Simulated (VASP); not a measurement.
# MgO (Fm-3m) in VASP: further runs, part 2 of 2

VASP 6.6.1. Earlier steps stand in the parts before.

### 3 Single point, PBEsol

File INCAR:

```
PREC     = Accurate       # precision mode
ENCUT    = 520            # plane-wave cutoff, eV
EDIFF    = 1E-6           # SCF threshold, eV
ISMEAR   = 1              # smearing method
SIGMA    = 0.5            # smearing width, eV
LREAL    = F              # projectors in reciprocal space
LASPH    = T              # aspherical terms in the spheres
NELM     = 60             # most SCF steps
ALGO     = Normal         # electronic algorithm
ISIF     = 2              # what is computed and relaxed
LWAVE    = F              # write WAVECAR
LCHARG   = F              # write CHGCAR
GGA      = PS             # functional
NBANDS   = 11             # bands
```

File KPOINTS:

```
regular mesh
0
Gamma
  8 8 8
```

File POSCAR:

```
MgO
1.0
    0.0000000000      2.1021674168      2.1021674168
    2.1021674168      0.0000000000      2.1021674168
    2.1021674168      2.1021674168      0.0000000000
Mg O
1 1
Direct
    0.0000000000      0.0000000000      0.0000000000
    0.5000000000      0.5000000000      0.5000000000
```

Potentials or basis: VASP PAW PBE potentials, release 64 (Mg, O).

The run is started by

```sh
$ cat potpaw_PBE.64/Mg/POTCAR potpaw_PBE.64/O/POTCAR > POTCAR
$ mpirun -np 1 vasp_std > vasp.out
```

OUTCAR:

```text
PREC = Accurate
   ENCUT = 520
   EDIFF = 1E-6
   ISMEAR = 1
   LREAL = F
   LASPH = T
   NELM = 60
   ISIF = 2
   GGA = PS

 ion  position               nearest neighbor table
   1  0.000  0.000  0.000-   2 2.10   2 2.10   2 2.10   2 2.10   2 2.10   2 2.10
   2  0.500  0.500  0.500-   1 2.10   1 2.10   1 2.10   1 2.10   1 2.10   1 2.10

  LATTYP: Found a face centered cubic cell.
 ALAT       =     4.2043348336

  Lattice vectors:

 A1 = (   0.0000000000,   2.1021674168,   2.1021674168)
 A2 = (   2.1021674168,   0.0000000000,   2.1021674168)
 A3 = (   2.1021674168,   2.1021674168,   0.0000000000)

Analysis of symmetry for initial positions (statically):
=====================================================================
 Subroutine PRICEL returns:
 Original cell was already a primitive cell.

 Routine SETGRP: Setting up the symmetry group for a
 face centered cubic supercell.

 Subroutine GETGRP returns: Found 48 space group operations
 (whereof 48 operations were pure point group operations)
 out of a pool of 48 trial point group operations.

The static configuration has the point symmetry O_h .
[... 171 lines left out ...]
      1     -14.1299      2.00000
      2       3.1039      1.15559
      3       3.1039      1.15559
      4       3.1039      1.15559
      5       7.7946     -0.00000
      6      18.7707      0.00000
      7      18.7707      0.00000
      8      18.7707      0.00000
      9      22.6286      0.00000
     10      24.5178      0.00000
     11      24.5178      0.00000
[... 309 lines left out ...]
 k-point    24 :      -0.3750    0.2500    0.1250
  band No.  band energies     occupation
      1     -12.6459      2.00000
      2      -0.9740      2.00000
      3       1.1244      2.00000
      4       2.0957      2.01108
      5      12.6762     -0.00000
      6      15.2373      0.00000
      7      16.5458      0.00000
      8      19.9453      0.00000
      9      23.5482      0.00000
     10      25.1076      0.00000
     11      29.2186      0.00000

 [... further k-points ...]

------------------------ aborting loop because EDIFF is reached ----------------------------------------

  FORCE on cell =-STRESS in cart. coord.  units (eV):
  Direction    XX          YY          ZZ          XY          YZ          ZX
  --------------------------------------------------------------------------------------
  -------------------------------------------------------------------------------------
  Total        0.0461991      0.0461991      0.0461991      0.0000000      0.0000000      0.0000000
  in kB        3.9839336      3.9839336      3.9839336      0.0000000      0.0000000      0.0000000
  external PRESSURE =       3.9839336 kB  Pullay stress =       0.0000000 kB

 VOLUME and BASIS-vectors are now :
 -----------------------------------------------------------------------------
  energy-cutoff  :      520.00
  volume of cell :       18.58
      direct lattice vectors                 reciprocal lattice vectors
     0.000000000  2.102167417  2.102167417    -0.237849753  0.237849753  0.237849753
     2.102167417  0.000000000  2.102167417     0.237849753 -0.237849753  0.237849753
     2.102167417  2.102167417  0.000000000     0.237849753  0.237849753 -0.237849753

 POSITION                                       TOTAL-FORCE (eV/Angst)
 -----------------------------------------------------------------------------------
      0.00000      0.00000      0.00000         0.000000      0.000000     -0.000000
      2.10217      2.10217      2.10217        -0.000000     -0.000000      0.000000
 -----------------------------------------------------------------------------------
    total drift:                               -0.000000     -0.000000      0.000000

  FREE ENERGIE OF THE ION-ELECTRON SYSTEM (eV)
  ---------------------------------------------------
  free  energy   TOTEN  =       -12.5037233658 eV

  energy  without entropy=      -12.5306657725  energy(sigma->0) =      -12.51270417
```

OSZICAR:

```text
N       E                     dE             d eps       ncg     rms          rms(c)
DAV:   1     0.128931069361E+02    0.12893E+02   -0.46158E+03   734   0.648E+02
DAV:   2    -0.133011003535E+02   -0.26194E+02   -0.25813E+02   749   0.134E+02
DAV:   3    -0.138827996598E+02   -0.58170E+00   -0.58033E+00   758   0.174E+01
DAV:   4    -0.138841942696E+02   -0.13946E-02   -0.13946E-02   692   0.969E-01
DAV:   5    -0.138841986224E+02   -0.43528E-05   -0.43528E-05   746   0.525E-02    0.665E+00
DAV:   6    -0.125398736191E+02    0.13443E+01   -0.75663E+00   665   0.150E+01    0.217E+00
DAV:   7    -0.125172725773E+02    0.22601E-01   -0.46039E-02   695   0.200E+00    0.130E+00
DAV:   8    -0.125040674536E+02    0.13205E-01   -0.22858E-02   665   0.172E+00    0.216E-01
DAV:   9    -0.125037966008E+02    0.27085E-03   -0.33939E-04   719   0.130E-01    0.135E-01
DAV:  10    -0.125037216188E+02    0.74982E-04   -0.39999E-04   713   0.149E-01    0.473E-03
DAV:  11    -0.125037229975E+02   -0.13787E-05   -0.43246E-06   680   0.146E-02    0.331E-03
DAV:  12    -0.125037233658E+02   -0.36825E-06   -0.98543E-08   373   0.309E-03
   1 F= -.12503723E+02 E0= -.12512704E+02  d E =0.269424E-01
```

It used 9.5 s of CPU time on 1 thread of AMD EPYC 7R13 Processor (Zen 3), on a shared host.

What came out:

- Free energy: -12.5037 eV
- Pressure: 0.4 GPa
- Band gap on the k mesh: 4.69 eV, direct

Levels at points of the mesh, in eV from the valence-band top:
| k point | band 2 | band 3 | band 4 | band 5 | band 6 | band 7 |
| --- | --- | --- | --- | --- | --- | --- |
| (0.00, 0.00, 0.00) | 0.00 | 0.00 | 0.00 | 4.69 | 15.67 | 15.67 |
| (0.50, 0.00, 0.00) | -4.70 | -0.67 | -0.67 | 7.78 | 12.57 | 16.24 |
| (0.50, 0.50, 0.00) | -4.17 | -1.37 | -1.37 | 8.93 | 9.94 | 13.03 |

Caveat: the PAW data sets were made with another functional, which shifts forces and pressure a little.

### 4 Single point, PBEsol

File INCAR:

```
SYSTEM = MgO
  PREC = Accurate
  ENCUT = 520
  EDIFF = 1E-7
  ISMEAR = 0
  SIGMA = 0.001
  LREAL = .False.
  LASPH = .True.
  NELM = 100
  ALGO = Normal
  ISIF = 2
  LWAVE = .False.
  LCHARG = .False.
  GGA = PS
  NBANDS = 11
```

File KPOINTS:

```
regular mesh
0
Gamma
  8 8 8
  0 0 0
```

POSCAR is that of step 3.

The run is started by

```sh
$ cat potpaw_PBE.64/Mg/POTCAR potpaw_PBE.64/O/POTCAR > POTCAR
$ mpirun -np 1 vasp_std > vasp.out
```

It used 10 s of CPU time on 1 thread of AMD EPYC 7R13 Processor (Zen 3), with other jobs on the host.

Results (log left out):

```yaml
Free_energy: -12.5122 eV
Pressure: 0.6 GPa
Band_gap_on_the_k_mesh: 4.69 eV, direct
```

Levels at points of the mesh, in eV from the valence-band top:
| k point | band 2 | band 3 | band 4 | band 5 | band 6 | band 7 |
| --- | --- | --- | --- | --- | --- | --- |
| (0.00, 0.00, 0.00) | 0.00 | 0.00 | 0.00 | 4.69 | 15.66 | 15.66 |
| (0.50, 0.00, 0.00) | -4.70 | -0.67 | -0.67 | 7.78 | 12.57 | 16.23 |
| (0.50, 0.50, 0.00) | -4.17 | -1.37 | -1.37 | 8.93 | 9.94 | 13.03 |

Caveat: the PAW data sets were made with another functional, which shifts forces and pressure a little. As with any semilocal functional, this PBEsol gap is likely too small.

### 5 Summary

| smearing | gap on the mesh (eV) | pressure (GPa) |
| --- | --- | --- |
| methfessel-paxton 0.05 eV | 4.69 | 0.6 |
| methfessel-paxton 0.5 eV | 4.69 | 0.4 |
| gaussian 0.001 eV | 4.69 | 0.6 |

Alike in all rows: task single point; level PBEsol; potentials or basis VASP PAW PBE potentials, release 64 (Mg, O); no spin polarisation; cell as given; k mesh 8 × 8 × 8; cutoff (eV) 520.

On the cell as given the gap runs from 4.69 eV (PBEsol) to 4.69 eV (PBEsol).

Caveats: the PAW data sets were made with another functional, which shifts forces and pressure a little.

Total energies depend on the potentials used, so only differences within one code and one set of settings carry meaning.
